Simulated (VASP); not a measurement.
# In (I4/mmm) in VASP: notebook

In is run at these levels: PBE+D3(BJ); tasks: single point, relaxation of cell and atoms.

Program: VASP 6.6.1. These are calculated values, not measurements. Logs are shortened: lines on timing, memory, paths and dates and some standing lists are left out, and cuts for length are marked.

### Step 1. The cell of the first run

The typed cell holds 1 atom: a = 3.328 Å, b = 3.328 Å, c = 3.328 Å, α = 119.96°, β = 119.96°, γ = 90.07°.

### Step 2. Single point, PBE+D3(BJ)

The input, INCAR:

```
SYSTEM = In
  PREC = Accurate
  ENCUT = 520
  EDIFF = 1E-7
  ISMEAR = 0
  SIGMA = 0.1
  LREAL = .FALSE.
  LASPH = .TRUE.
  NELM = 100
  ALGO = Normal
  ISIF = 2
  LWAVE = .FALSE.
  LCHARG = .FALSE.
  GGA = PE
  IVDW = 12
  NBANDS = 12
```

The input, KPOINTS:

```
regular mesh
0
G
  18 18 18
  0 0 0
```

The input, POSCAR:

```
In
1.0
   -1.6652317875      1.6652317875      2.3522151304
    1.6652317875     -1.6652317875      2.3522151304
    1.6652317875      1.6652317875     -2.3522151304
In
1
Direct
    0.0000000000      0.0000000000      0.0000000000
```

Potentials or basis: VASP PAW PBE potentials, release 64 (In_d).

Launch:

```bash
> cat potpaw_PBE.64/In_d/POTCAR > POTCAR
> mpirun -np 1 vasp_std > vasp.out
```

OUTCAR:

```text
SYSTEM = In
   PREC = Accurate
   ENCUT = 520
   EDIFF = 1E-7
   ISMEAR = 0
   LREAL = .FALSE.
   LASPH = .TRUE.
   NELM = 100
   ISIF = 2
   GGA = PE
   IVDW = 12
 IVDW          = 12

 ion  position               nearest neighbor table
   1  0.000  0.000  0.000-

  LATTYP: Found a body centered tetragonal cell.
 ALAT       =     3.3304635750
 C/A-ratio  =     1.4125451772

  Lattice vectors:

 A1 = (  -1.6652317875,   1.6652317875,   2.3522151304)
 A2 = (   1.6652317875,  -1.6652317875,   2.3522151304)
 A3 = (   1.6652317875,   1.6652317875,  -2.3522151304)

Analysis of symmetry for initial positions (statically):
=====================================================================
 Subroutine PRICEL returns:
 Original cell was already a primitive cell.

 Routine SETGRP: Setting up the symmetry group for a
 body centered tetragonal supercell.

 Subroutine GETGRP returns: Found 16 space group operations
 (whereof 16 operations were pure point group operations)
 out of a pool of 16 trial point group operations.

The static configuration has the point symmetry D_4h.

Analysis of symmetry for dynamics (positions and initial velocities):
=====================================================================
 Subroutine PRICEL returns:
 Original cell was already a primitive cell.

 Routine SETGRP: Setting up the symmetry group for a
 body centered tetragonal supercell.

 Subroutine GETGRP returns: Found 16 space group operations
 (whereof 16 operations were pure point group operations)
 out of a pool of 16 trial point group operations.

The dynamic configuration has the point symmetry D_4h.

 Subroutine INISYM returns: Found 16 space group operations
 (whereof 16 operations are pure point group operations),
 and found     1 'primitive' translations

----------------------------------------------------------------------------------------

                                     Primitive cell

  volume of cell :      26.0907

  direct lattice vectors                    reciprocal lattice vectors
    -1.665231788  1.665231788  2.352215130     0.000000000  0.300258501  0.212565591
     1.665231788 -1.665231788  2.352215130     0.300258501  0.000000000  0.212565591
     1.665231788  1.665231788 -2.352215130     0.300258501  0.300258501  0.000000000

  length of vectors
     3.328499637  3.328499637  3.328499637     0.367884898  0.367884898  0.424629644

  position of ions in fractional coordinates (direct lattice)
     0.000000000  0.000000000  0.000000000

  ion indices of the primitive-cell ions
   primitive index   ion index
                 1           1

----------------------------------------------------------------------------------------

 KPOINTS: regular mesh

Automatic generation of k-mesh.
 Grid dimensions read from file:
 generate k-points for:   18   18   18

 Generating k-lattice:

  Cartesian coordinates                     Fractional coordinates (reciprocal lattice)
     0.000000000  0.016681028  0.011809200     0.055555556  0.000000000 -0.000000000
     0.016681028  0.000000000  0.011809200     0.000000000  0.055555556 -0.000000000
     0.016681028  0.016681028  0.000000000     0.000000000  0.000000000  0.055555556

  Length of vectors
     0.020438050  0.020438050  0.023590536

  Shift w.r.t. Gamma in fractional coordinates (k-lattice)
     0.000000000  0.000000000  0.000000000

 Subroutine IBZKPT returns following result:
 ===========================================

 Found    480 irreducible k-points:

 Following reciprocal coordinates:
            Coordinates               Weight
  0.000000  0.000000  0.000000      1.000000
  0.055556  0.000000 -0.000000      8.000000
  0.111111  0.000000 -0.000000      8.000000
  0.166667  0.000000  0.000000      8.000000
  0.222222  0.000000 -0.000000      8.000000
  0.277778 -0.000000  0.000000      8.000000
[... 16 lines left out ...]
 -0.277778  0.055556 -0.000000     16.000000
 -0.222222  0.055556  0.000000     16.000000
 [... further k-points ...]
   k-points           NKPTS =    480   k-points in BZ     NKDIM =    480   number of bands    NBANDS=     12
   number of dos      NEDOS =    301   number of ions     NIONS =      1
   total plane-waves  NPLWV =  21952
   dimension x,y,z NGX =    28 NGY =   28 NGZ =   28
   dimension x,y,z NGXF=    56 NGYF=   56 NGZF=   56
   ions per type =               1
   NGX,Y,Z   is equivalent  to a cutoff of  13.98, 13.98, 13.98 a.u.
   NGXF,Y,Z  is equivalent  to a cutoff of  27.97, 27.97, 27.97 a.u.
 SYSTEM =  In
   PREC   = accura    normal or accurate (medium, high low for compatibility)
   ISTART =      0    job   : 0-new  1-cont  2-samecut
   ICHARG =      2    charge: 1-file 2-atom 10-const
   ISPIN  =      1    spin polarized calculation?
   LNONCOLLINEAR =      F non collinear calculations
   LSORBIT =      F    spin-orbit coupling
   LASPH  =      T    aspherical Exc in radial PAW
   ENCUT  =  520.0 eV  38.22 Ry    6.18 a.u.   6.19  6.19  6.19*2*pi/ulx,y,z
   NELM   =    100;   NELMIN=  2; NELMDL= -5     # of ELM steps
   EDIFF  = 0.1E-06   stopping-criterion for ELM
   LREAL  =      F    real-space projection
   EDIFFG = 0.1E-05   stopping-criterion for IOM
   NSW    =      0    number of steps for IOM
   IBRION =     -1    ionic relax: 0-MD 1-quasi-New 2-CG
   NFREE  =      0    steps in history (QN), initial steepest desc. (CG)
   ISIF   =      2    stress and relaxation
   ISYM   =      2    0-nonsym 1-usesym 2-fastsym
   POTIM  = 0.5000    time-step for ionic-motion
   TEBEG  =    0.0;   TEEND  =   0.0 temperature during run
   PSTRESS=    0.0 pullay stress
   NELECT =      13.0000    total number of electrons
   NUPDOWN=      -1.0000    fix difference up-down
   EMIN   =  10.00;   EMAX   =-10.00  energy-range for DOS
   EFERMI =   0.00;   METHOD = LEGACY
   ISMEAR =     0;   SIGMA  =   0.10  broadening in eV -4-tet -1-fermi 0-gaus
   EFERMI_NEDOS =   21; number of points for ismear=-14 and -15
   IALGO  =     38    algorithm
   IMIX   =      4    mixing-type and parameters
     AMIX     =   0.40;   BMIX     =  1.00
     AMIX_MAG =   1.60;   BMIX_MAG =  1.00
  volume/ion in A,a.u.               =      26.09       176.07
  Fermi-wavevector in a.u.,A,eV,Ry     =   1.297858  2.452596 22.918131  1.684435
  Thomas-Fermi vector in A             =   2.429223
   LORBIT       =      0    0 simple, 1 ext, 2 COOP (PROOUT), +10 PAW based schemes
   GGA     = PE    functional components
   LHFCALC =     F    Hartree Fock is set to
   AEXX    =    0.0000 exact exchange contribution
   IVDW    =    12    specifies the selected vdW correction
   LEPSILON=     F    determine dielectric tensor
   LRPA    =     F    only Hartree local field effects (RPA)
 non-spin polarized calculation
 Gauss-broadening in eV      SIGMA  =   0.10
  energy-cutoff  :      520.00
  volume of cell :       26.09
 maximum number of plane-waves:       725
 NGX is ok and might be reduce to    28
   NGX = 13   NGY = 13   NGZ = 13

 number of electron      13.0000004 magnetization

 Free energy of the ion-electron system (eV)
  ---------------------------------------------------
  ext. energy  EPLUGINS =         0.00000000
  ---------------------------------------------------
  free energy    TOTEN  =        -2.55328049 eV

  energy without entropy =       -2.55103096  energy(sigma->0) =       -2.55215573

 E-fermi :   7.5672     XC(G=0): -10.2661

 val. band max:        7.5640987589   @ k =  -0.4444  -0.4444   0.1667
 cond. band min:       7.5695500087   @ k =  -0.4444   0.4444   0.2778
 fundamental gap:      0.0054512498
 Fermi energy:         7.5672467761

 k-point     1 :       0.0000    0.0000    0.0000
  band No.  band energies     occupation
      1      -7.0834      2.00000
      2      -7.0834      2.00000
      3      -7.0819      2.00000
      4      -6.9112      2.00000
      5      -6.9095      2.00000
      6      -2.0084      2.00000
      7      18.1523      0.00000
      8      18.1553      0.00000
      9      18.1553      0.00000
     10      19.0776      0.00000
     11      21.5651      0.00000
     12      21.5665      0.00000

 k-point     2 :       0.0556    0.0000   -0.0000
  band No.  band energies     occupation
      1      -7.0838      2.00000
      2      -7.0779      2.00000
      3      -7.0769      2.00000
      4      -6.9120      2.00000
      5      -6.9103      2.00000
      6      -1.9408      2.00000
      7      17.2214      0.00000
      8      18.0256      0.00000
      9      18.0263      0.00000
     10      18.9376      0.00000
     11      21.7820      0.00000
     12      21.7823      0.00000

 k-point     3 :       0.1111    0.0000   -0.0000
  band No.  band energies     occupation
      1      -7.0868      2.00000
      2      -7.0637      2.00000
      3      -7.0627      2.00000
      4      -6.9123      2.00000
      5      -6.9108      2.00000
      6      -1.7369      2.00000
      7      15.4095      0.00000
      8      17.7139      0.00000
      9      17.7163      0.00000
     10      18.8662      0.00000
     11      22.3515      0.00000
     12      22.3532      0.00000
[... 286 lines left out ...]
 k-point    23 :      -0.2778    0.0556   -0.0000
  band No.  band energies     occupation
      1      -7.1128      2.00000
      2      -7.0404      2.00000
      3      -7.0306      2.00000
      4      -6.8918      2.00000
      5      -6.8449      2.00000
      6      -0.4473      2.00000
      7      10.4461      0.00000
      8      15.8915      0.00000
      9      16.7835      0.00000
     10      18.7625      0.00000
     11      20.7256      0.00000
     12      22.3677      0.00000

 k-point    24 :      -0.2222    0.0556    0.0000
  band No.  band energies     occupation
      1      -7.1047      2.00000
      2      -7.0368      2.00000
      3      -7.0303      2.00000
      4      -6.9184      2.00000
      5      -6.8748      2.00000
      6      -1.0268      2.00000
      7      12.2722      0.00000
      8      16.2047      0.00000
      9      17.1310      0.00000
     10      19.1126      0.00000
     11      20.8676      0.00000
     12      22.4721      0.00000

 [... further k-points ...]

------------------------ aborting loop because EDIFF is reached ----------------------------------------

 Edisp (eV)   -0.33913

 E8    (eV) :    -0.1693

  FORCE on cell =-STRESS in cart. coord.  units (eV):
  Direction    XX          YY          ZZ          XY          YZ          ZX
  --------------------------------------------------------------------------------------
  -------------------------------------------------------------------------------------
  Total      -0.00756    -0.00756    -0.00508     0.00000     0.00000     0.00000
  in kB      -0.46419    -0.46419    -0.31209     0.00000     0.00000     0.00000
  external pressure =       -0.41 kB  Pullay stress =        0.00 kB

 VOLUME and BASIS-vectors are now :
 -----------------------------------------------------------------------------
  energy-cutoff  :      520.00
  volume of cell :       26.09
      direct lattice vectors                 reciprocal lattice vectors
    -1.665231788  1.665231788  2.352215130     0.000000000  0.300258501  0.212565591
     1.665231788 -1.665231788  2.352215130     0.300258501  0.000000000  0.212565591
     1.665231788  1.665231788 -2.352215130     0.300258501  0.300258501  0.000000000

 POSITION                                       TOTAL-FORCE (eV/Angst)
 -----------------------------------------------------------------------------------
      0.00000      0.00000      0.00000         0.000000      0.000000      0.000000
 -----------------------------------------------------------------------------------
    total drift:                               -0.000000     -0.000000     -0.000000

  FREE ENERGIE OF THE ION-ELECTRON SYSTEM (eV)
  ---------------------------------------------------
  free  energy   TOTEN  =        -2.8924130468 eV

  energy  without entropy=       -2.8901635098  energy(sigma->0) =       -2.89128828
```

Run time: 67 s. Hardware: 1 thread of Intel Xeon 6975P-C (Granite Rapids), shared host; peak memory 0.27 GiB.

What came out:

| Property | Result |
| --- | --- |
| Free energy | -2.8924 eV |
| Pressure | 0.0 GPa |
| Dispersion energy per atom | -0.339 eV |

Levels at points of the mesh, in eV from the Fermi level:
| k point | band 4 | band 5 | band 6 | band 7 | band 8 | band 9 |
| --- | --- | --- | --- | --- | --- | --- |
| (0.00, 0.00, 0.00) | -14.48 | -14.48 | -9.58 | 10.59 | 10.59 | 10.59 |
| (0.50, 0.00, 0.00) | -14.32 | -14.32 | -4.33 | -3.41 | 8.41 | 8.44 |
| (0.50, 0.50, 0.00) | -14.28 | -14.28 | -2.24 | -2.10 | 4.03 | 4.04 |
| (0.50, 0.50, 0.50) | -14.28 | -14.28 | -2.23 | -2.08 | 4.02 | 4.02 |

Caveat: spin-orbit coupling is left out, which moves the levels of the heavy elements; pairwise dispersion overbinds metals, which lowers pressure and volume.

### Step 3. Relaxation of cell and atoms, PBE+D3(BJ)

This run uses another cell than the first one, of 27.50 Å³/atom, 1.054 times its volume.

The input, INCAR:

```
PREC     = Accurate       # precision mode
ENCUT    = 600            # plane-wave cutoff, eV
EDIFF    = 1E-6           # SCF threshold, eV
ISMEAR   = 0              # smearing method
SIGMA    = 0.1            # smearing width, eV
LREAL    = False          # projectors in reciprocal space
LASPH    = True           # aspherical terms in the spheres
NELM     = 100            # most SCF steps
ALGO     = Normal         # electronic algorithm
ISIF     = 3              # what is computed and relaxed
LWAVE    = False          # write WAVECAR
LCHARG   = False          # write CHGCAR
GGA      = PE             # functional
IVDW     = 12             # dispersion correction
IBRION   = 2              # ionic algorithm
NSW      = 70             # ionic steps
EDIFFG   = -0.005         # ionic threshold
```

The input, KPOINTS:

```
Automatic mesh
0
Gamma
  18 18 18
```

The input, POSCAR:

```
In
1.0
   -1.6950972428      1.6950972428      2.3922503790
    1.6950972428     -1.6950972428      2.3922503790
    1.6950972428      1.6950972428     -2.3922503790
In
1
Direct
    0.0000000000      0.0000000000      0.0000000000
```

Potentials or basis: VASP PAW PBE potentials, release 64 (In_d).

Launch:

```bash
> cat potpaw_PBE.64/In_d/POTCAR > POTCAR
> mpirun -np 1 vasp_std > vasp.out
```

Wall time 2.8 min (1 thread of Intel Xeon 6975P-C (Granite Rapids), shared host); peak memory 0.3 GiB.

The run converged. Its results:

```yaml
Free_energy: -2.8925 eV
Relaxed_volume: 26.10 Å³/atom
Relaxed_cell: a = 3.329 Å, b = 3.329 Å, c = 3.329 Å, α = 119.94°, β = 119.94°, γ = 90.10°
Space_group_after_relaxing_to_0.05_Å: Fm-3m (No. 225)
Energy_gained_by_relaxing: 8.8 meV/atom
Ionic_steps: 5
Pressure_after_relaxing: 0.0 GPa
Dispersion_energy_per_atom: -0.339 eV
```

Step by step:
```
step  energy change (eV)  largest force (eV/Å)  pressure (GPa)  volume (Å³)
   1              0.0000                0.0000           -1.93        27.50
   2             -0.0088                0.0000           -0.11        26.20
   3             -0.0088                0.0000           -0.05        26.13
   4             -0.0088                0.0000            0.15        26.00
   5             -0.0088                0.0000            0.01        26.10
```

Final structure:
```yaml
crystal:
  lattice:
    - [-1.66582, 1.66582, 2.35152]
    - [1.66582, -1.66582, 2.35152]
    - [1.66582, 1.66582, -2.35152]
  atoms:
    - { symbol: In, position: [0.00000, 0.00000, 0.00000] }
```

Levels at points of the mesh, in eV from the Fermi level:
```csv
k point,band 4,band 5,band 6,band 7,band 8,band 9
"(0.00, 0.00, 0.00)",-14.48,-14.48,-9.57,10.58,10.59,10.59
"(0.50, 0.00, 0.00)",-14.32,-14.32,-4.33,-3.40,8.41,8.44
"(0.50, 0.50, 0.00)",-14.28,-14.28,-2.24,-2.10,4.03,4.04
"(0.50, 0.50, 0.50)",-14.28,-14.28,-2.22,-2.07,4.01,4.01
```

Caveat: spin-orbit coupling is left out, which moves the levels of the heavy elements; pairwise dispersion overbinds metals, which lowers pressure and volume.
